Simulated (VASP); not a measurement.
A run of VASP 6.6.1 is set up as follows.

POSCAR

```
SiC
1.0
    4.3562899735      0.0000000000      0.0000000000
    0.0000000000      2.1781449867     -2.1781449867
    1.3068869920      6.5344349602      6.5344349602
Si C
6 6
Direct
   -0.0749950000      0.0000000000      0.2499833333
    0.3750050000      0.5000000000      0.4166500000
   -0.1749950000      0.0000000000      0.5833166667
    0.2750050000      0.5000000000      0.7499833333
   -0.2749950000      0.0000000000      0.9166500000
    0.4750050000      0.5000000000      0.0833166667
    0.6250050000      0.0000000000      0.4166500000
    0.0750050000      0.5000000000      0.5833166667
    0.5250050000      0.0000000000      0.7499833333
   -0.0249950000      0.5000000000      0.9166500000
    0.7250050000      0.0000000000      0.0833166667
    0.1750050000      0.5000000000      0.2499833333
```

INCAR.step1

```
SYSTEM = SiC
PREC = Accurate
ENCUT = 660
ISMEAR = 0
SIGMA = 0.05
LREAL = .False.
LASPH = .True.
NELM = 120
NBANDS = 36
GGA = PE
ALGO = Normal
EDIFF = 1E-5
LWAVE = .True.
LCHARG = .False.
GGA_COMPAT = .False.
```

File INCAR.step2:

```
SYSTEM = SiC
PREC = Accurate
ENCUT = 660
EDIFF = 1E-6
ISMEAR = 0
SIGMA = 0.05
LREAL = .False.
LASPH = .True.
NELM = 120
ALGO = Normal
ISIF = 2
LWAVE = .False.
LCHARG = .False.
METAGGA = R2SCAN
LMIXTAU = .True.
NBANDS = 36
ISTART = 1
GGA_COMPAT = .False.
```

KPOINTS

```
regular mesh
0
Gamma
  6 9 3
  0 0 0
```

Potentials or basis: VASP PAW PBE potentials, release 64 (Si, C).

Launch:

```sh
$ cat potpaw_PBE.64/Si/POTCAR potpaw_PBE.64/C/POTCAR > POTCAR
$ cp INCAR.step1 INCAR
$ mpirun -np 1 vasp_std > vasp.out
$ cp INCAR.step2 INCAR
$ mpirun -np 1 vasp_std > vasp.out
```

(1) Estimate the largest force.

(2) Estimate the band gap on the k mesh.

Answers

(1) 11.910 eV/Å.

(2) zero (band 24 reaches 8.86 eV, above the bottom of band 25 at 8.04 eV).

Caveat: the PAW data sets were made with another functional, which shifts forces and pressure a little.
